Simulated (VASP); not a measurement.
# SnO in VASP: single point with PBE+D3(BJ)

Aim: the single point of SnO with PBE+D3(BJ).

Everything below comes from runs of VASP 6.6.1. Logs are shortened: lines on timing, memory, paths and dates and some standing lists are left out, and cuts for length are marked.

### Step 1. The cell of the first run

The cell holds a slab with vacuum, 8 atoms: a = 3.821 Å, b = 3.821 Å, c = 22.228 Å, α = 90.00°, β = 90.00°, γ = 90.00°.

### Step 2. Single point, PBE+D3(BJ) (layers slid over each other)

Contents of INCAR:

```
SYSTEM = SnO
PREC = Accurate
ENCUT = 520
EDIFF = 1E-6
ISMEAR = 0
SIGMA = 0.05
LREAL = .False.
LASPH = .True.
NELM = 80
ALGO = Normal
ISIF = 2
LWAVE = .False.
LCHARG = .False.
LDIPOL = .True.
IDIPOL = 3
DIPOL = 0.5 0.5 0.404
GGA = PE
IVDW = 12
NBANDS = 50
```

Contents of KPOINTS:

```
Automatic mesh
0
Gamma
  7 7 1
  0 0 0
```

Contents of POSCAR:

```
SnO
1.0
    3.8205591572     -0.0000144285      0.0000000000
    0.0000145032      3.8205591572      0.0000000000
    0.0000000000      0.0000000000     22.2281056610
Sn O
4 4
Direct
    0.7499972356      0.2500027644      0.2024464014
    0.2499972356      0.7500027644      0.3088006209
    0.2499972356      1.0000027644      0.5000000000
    0.7499972356      0.5000027644      0.6063542196
    0.2499972356      0.2500027644      0.2556235111
    0.7499972356      0.7500027644      0.2556235111
    0.7499972356      1.0000027644      0.5531771098
    0.2499972356      0.5000027644      0.5531771098
```

Potentials or basis: VASP PAW PBE potentials, release 64 (Sn_d, O).

Launch:

```console
$ cat potpaw_PBE.64/Sn_d/POTCAR potpaw_PBE.64/O/POTCAR > POTCAR
$ mpirun -np 1 vasp_std > vasp.out
```

OUTCAR:

```text
SYSTEM = SnO
   PREC = Accurate
   ENCUT = 520
   EDIFF = 1E-6
   ISMEAR = 0
   LREAL = .False.
   LASPH = .True.
   NELM = 80
   ISIF = 2
   GGA = PE
   IVDW = 12
 IVDW          = 12

 ion  position               nearest neighbor table
   1  0.750  0.250  0.202-   5 2.25   5 2.25   6 2.25   6 2.25   2 3.59   2 3.59   2 3.59   2 3.59

   2  0.250  0.750  0.309-   6 2.25   6 2.25   5 2.25   5 2.25   1 3.59   1 3.59   1 3.59   1 3.59

   3  0.250  0.000  0.500-   7 2.25   7 2.25   8 2.25   8 2.25   4 3.59   4 3.59   4 3.59   4 3.59

   4  0.750  0.500  0.606-   8 2.25   8 2.25   7 2.25   7 2.25   3 3.59   3 3.59   3 3.59   3 3.59

   5  0.250  0.250  0.256-   1 2.25   1 2.25   2 2.25   2 2.25
   6  0.750  0.750  0.256-   1 2.25   1 2.25   2 2.25   2 2.25
   7  0.750  0.000  0.553-   3 2.25   3 2.25   4 2.25   4 2.25
   8  0.250  0.500  0.553-   4 2.25   4 2.25   3 2.25   3 2.25

  LATTYP: Found a simple tetragonal cell.
 ALAT       =     3.8205591572
 C/A-ratio  =     5.8180242070

  Lattice vectors:

 A1 = (   3.8205591572,  -0.0000144285,   0.0000000000)
 A2 = (   0.0000145032,   3.8205591572,   0.0000000000)
 A3 = (   0.0000000000,   0.0000000000,  22.2281056610)

Analysis of symmetry for initial positions (statically):
=====================================================================
 Subroutine PRICEL returns:
 Original cell was already a primitive cell.

 Routine SETGRP: Setting up the symmetry group for a
 simple tetragonal supercell.

 Subroutine GETGRP returns: Found  4 space group operations
 (whereof  1 operations were pure point group operations)
 out of a pool of 16 trial point group operations.

The static configuration has the point symmetry C_1 .
 The point group associated with its full space group is C_2h.

Analysis of symmetry for dynamics (positions and initial velocities):
=====================================================================
 Subroutine PRICEL returns:
 Original cell was already a primitive cell.

 Routine SETGRP: Setting up the symmetry group for a
 simple tetragonal supercell.

 Subroutine GETGRP returns: Found  4 space group operations
 (whereof  1 operations were pure point group operations)
 out of a pool of 16 trial point group operations.

The dynamic configuration has the point symmetry C_1 .
 The point group associated with its full space group is C_2h.

 Subroutine INISYM returns: Found  4 space group operations
 (whereof  1 operations are pure point group operations),
 and found     1 'primitive' translations

----------------------------------------------------------------------------------------

                                     Primitive cell

  volume of cell :     324.4564

  direct lattice vectors                    reciprocal lattice vectors
     3.820559157 -0.000014428  0.000000000     0.261741792 -0.000000994  0.000000000
     0.000014503  3.820559157  0.000000000     0.000000988  0.261741792  0.000000000
     0.000000000  0.000000000 22.228105661     0.000000000  0.000000000  0.044988089

  length of vectors
     3.820559157  3.820559157 22.228105661     0.261741792  0.261741792  0.044988089

  position of ions in fractional coordinates (direct lattice)
     0.749997236  0.250002764  0.202446401
     0.249997236  0.750002764  0.308800621
     0.249997236  0.000002764  0.500000000
     0.749997236  0.500002764  0.606354220
     0.249997236  0.250002764  0.255623511
     0.749997236  0.750002764  0.255623511
     0.749997236  0.000002764  0.553177110
     0.249997236  0.500002764  0.553177110

  ion indices of the primitive-cell ions
   primitive index   ion index
                 1           1
                 2           2
                 3           3
                 4           4
                 5           5
                 6           6
                 7           7
                 8           8

----------------------------------------------------------------------------------------

 KPOINTS: Automatic mesh

Automatic generation of k-mesh.
 Grid dimensions read from file:
 generate k-points for:    7    7    1

 Generating k-lattice:

  Cartesian coordinates                     Fractional coordinates (reciprocal lattice)
     0.037391685 -0.000000142  0.000000000     0.142857143  0.000000000  0.000000000
     0.000000141  0.037391685  0.000000000    -0.000000000  0.142857143  0.000000000
     0.000000000  0.000000000  0.044988089     0.000000000  0.000000000  1.000000000

  Length of vectors
     0.037391685  0.037391685  0.044988089

  Shift w.r.t. Gamma in fractional coordinates (k-lattice)
     0.000000000  0.000000000  0.000000000

 Subroutine IBZKPT returns following result:
 ===========================================

 Found     16 irreducible k-points:

 Following reciprocal coordinates:
            Coordinates               Weight
  0.000000  0.000000  0.000000      1.000000
  0.142857  0.000000  0.000000      2.000000
  0.000000  0.142857  0.000000      2.000000
  0.285714  0.000000  0.000000      2.000000
  0.000000  0.285714  0.000000      2.000000
  0.428571  0.000000  0.000000      2.000000
[... 8 lines left out ...]
 -0.285714  0.428571  0.000000      4.000000
  0.428571  0.428571  0.000000      4.000000
   k-points           NKPTS =     16   k-points in BZ     NKDIM =     16   number of bands    NBANDS=     50
   number of dos      NEDOS =    301   number of ions     NIONS =      8
   total plane-waves  NPLWV = 131712
   dimension x,y,z NGX =    28 NGY =   28 NGZ =  168
   dimension x,y,z NGXF=    56 NGYF=   56 NGZF=  336
   ions per type =               4   4
   NGX,Y,Z   is equivalent  to a cutoff of  12.18, 12.18, 12.56 a.u.
   NGXF,Y,Z  is equivalent  to a cutoff of  24.37, 24.37, 25.13 a.u.
 SYSTEM =  SnO
   PREC   = accura    normal or accurate (medium, high low for compatibility)
   ISTART =      0    job   : 0-new  1-cont  2-samecut
   ICHARG =      2    charge: 1-file 2-atom 10-const
   ISPIN  =      1    spin polarized calculation?
   LNONCOLLINEAR =      F non collinear calculations
   LSORBIT =      F    spin-orbit coupling
   LASPH  =      T    aspherical Exc in radial PAW
   ENCUT  =  520.0 eV  38.22 Ry    6.18 a.u.   7.10  7.10 41.33*2*pi/ulx,y,z
   NELM   =     80;   NELMIN=  2; NELMDL= -5     # of ELM steps
   EDIFF  = 0.1E-05   stopping-criterion for ELM
   LREAL  =      F    real-space projection
[... 7 lines left out ...]
   TEBEG  =    0.0;   TEEND  =   0.0 temperature during run
   PSTRESS=    0.0 pullay stress
   NELECT =      80.0000    total number of electrons
   NUPDOWN=      -1.0000    fix difference up-down
   EMIN   =  10.00;   EMAX   =-10.00  energy-range for DOS
   EFERMI =   0.00;   METHOD = LEGACY
   ISMEAR =     0;   SIGMA  =   0.05  broadening in eV -4-tet -1-fermi 0-gaus
   EFERMI_NEDOS =   21; number of points for ismear=-14 and -15
   IALGO  =     38    algorithm
   IMIX   =      4    mixing-type and parameters
     AMIX     =   0.40;   BMIX     =  1.00
     AMIX_MAG =   1.60;   BMIX_MAG =  1.00
  volume/ion in A,a.u.               =      40.56       273.69
  Fermi-wavevector in a.u.,A,eV,Ry     =   1.026564  1.939925 14.338279  1.053834
  Thomas-Fermi vector in A             =   2.160463
   LORBIT       =      0    0 simple, 1 ext, 2 COOP (PROOUT), +10 PAW based schemes
   GGA     = PE    functional components
   LHFCALC =     F    Hartree Fock is set to
   AEXX    =    0.0000 exact exchange contribution
   IVDW    =    12    specifies the selected vdW correction
   LEPSILON=     F    determine dielectric tensor
   LRPA    =     F    only Hartree local field effects (RPA)
 non-spin polarized calculation
 Gauss-broadening in eV      SIGMA  =   0.05
  energy-cutoff  :      520.00
  volume of cell :      324.46
 maximum number of plane-waves:      8769
   NGX = 15   NGY = 15   NGZ = 83

 dipolmoment           0.000000      0.000000      0.000006 electrons x Angstroem

 number of electron      79.9999970 magnetization

 dipolmoment           0.000000      0.000000     -0.000005 electrons x Angstroem

 Free energy of the ion-electron system (eV)
  ---------------------------------------------------
  ext. energy  EPLUGINS =         0.00000000
  ---------------------------------------------------
  free energy    TOTEN  =       -45.14913681 eV

  energy without entropy =      -45.14913681  energy(sigma->0) =      -45.14913681

 E-fermi :   0.0554     XC(G=0):  -5.3203

 val. band max:       -0.2034171746   @ k =   0.1429   0.1429   0.0000
 cond. band min:       2.2720224075   @ k =   0.4286   0.0000   0.0000
 fundamental gap:      2.4754395821
 Fermi energy:         0.0553587399

 k-point     1 :       0.0000    0.0000    0.0000
  band No.  band energies     occupation
      1     -21.0467      2.00000
      2     -21.0467      2.00000
      3     -20.6874      2.00000
      4     -20.6873      2.00000
      5     -20.6500      2.00000
      6     -20.6495      2.00000
[... 42 lines left out ...]
     49       5.2022      0.00000
     50       5.2273      0.00000

 k-point     2 :       0.1429    0.0000    0.0000
  band No.  band energies     occupation
      1     -21.0378      2.00000
      2     -21.0377      2.00000
      3     -20.6879      2.00000
      4     -20.6879      2.00000
      5     -20.6513      2.00000
      6     -20.6513      2.00000
[... 42 lines left out ...]
     49       5.3152      0.00000
     50       5.5023      0.00000

 k-point     3 :       0.0000    0.1429    0.0000
  band No.  band energies     occupation
      1     -21.0378      2.00000
      2     -21.0377      2.00000
      3     -20.6880      2.00000
      4     -20.6879      2.00000
      5     -20.6517      2.00000
      6     -20.6513      2.00000
[... 678 lines left out ...]
     49       5.7652      0.00000
     50       6.1360      0.00000

 k-point    16 :       0.4286    0.4286    0.0000
  band No.  band energies     occupation
      1     -20.9878      2.00000
      2     -20.9876      2.00000
      3     -20.9739      2.00000
      4     -20.9736      2.00000
      5     -20.6545      2.00000
      6     -20.6543      2.00000
[... 42 lines left out ...]
     49       6.1056      0.00000
     50       6.1907      0.00000

------------------------ aborting loop because EDIFF is reached ----------------------------------------

 vacuum level on the upper side and lower side of the slab       (xc-potential included)        -0.151        -0.147

 Edisp (eV)   -1.23280

 E8    (eV) :    -0.5449

  FORCE on cell =-STRESS in cart. coord.  units (eV):
  Direction    XX          YY          ZZ          XY          YZ          ZX
  --------------------------------------------------------------------------------------
  -------------------------------------------------------------------------------------
  Total       0.16344     0.20410     0.12544     0.00000     0.23452     0.00000
  in kB       0.80708     1.00785     0.61944     0.00000     1.15809     0.00000
  external pressure =        0.81 kB  Pullay stress =        0.00 kB

 VOLUME and BASIS-vectors are now :
 -----------------------------------------------------------------------------
  energy-cutoff  :      520.00
  volume of cell :      324.46
      direct lattice vectors                 reciprocal lattice vectors
     3.820559157 -0.000014428  0.000000000     0.261741792 -0.000000994  0.000000000
     0.000014503  3.820559157  0.000000000     0.000000988  0.261741792  0.000000000
     0.000000000  0.000000000 22.228105661     0.000000000  0.000000000  0.044988089

 POSITION                                       TOTAL-FORCE (eV/Angst)
 -----------------------------------------------------------------------------------
      2.86541      0.95514      4.50000        -0.000000     -0.004378     -0.072250
      0.95514      2.86543      6.86405        -0.000000     -0.025256      0.079355
      0.95513      0.00001     11.11405         0.000000      0.025256     -0.079355
      2.86542      1.91028     13.47811         0.000000      0.004378      0.072250
      0.95513      0.95515      5.68203        -0.000000     -0.021964      0.002180
      2.86542      2.86542      5.68203         0.000000      0.008656      0.002531
      2.86541     -0.00000     12.29608        -0.000000     -0.008656     -0.002531
      0.95514      1.91029     12.29608         0.000000      0.021964     -0.002180
 -----------------------------------------------------------------------------------
    total drift:                               -0.000000      0.000000     -0.000293

  FREE ENERGIE OF THE ION-ELECTRON SYSTEM (eV)
  ---------------------------------------------------
  free  energy   TOTEN  =       -46.3819379332 eV

  energy  without entropy=      -46.3819379332  energy(sigma->0) =      -46.38193793

 vacuum level on the upper side and lower side of the slab         4.795         4.800
```

It took 5.9 min on 1 thread of AMD EPYC 7R13 (Zen 3), shared host; peak memory 0.42 GiB.

Results:

| Property | Result |
| --- | --- |
| Free energy | -46.3819 eV |
| Largest force | 0.083 eV/Å |
| Band gap on the k mesh | 2.48 eV (least direct gap 2.57 eV) |
| Dispersion energy per atom | -0.154 eV |

Forces in eV/Å, atoms in the order of the input:
```
Sn   0.000 -0.004 -0.072
Sn   0.000 -0.025  0.079
Sn   0.000  0.025 -0.079
Sn   0.000  0.004  0.072
O    0.000 -0.022  0.002
O    0.000  0.009  0.003
O    0.000 -0.009 -0.003
O    0.000  0.022 -0.002
```

Levels at points of the mesh, in eV from the valence-band top:
```tsv
k point	band 38	band 39	band 40	band 41	band 42	band 43
(0.00, 0.00, 0.00)	-1.93	-0.59	-0.03	2.53	2.87	2.88
```

Caveat: the cell differs from its parent crystal (layers slid over each other); spin-orbit coupling is left out, which moves the levels of the heavy elements.
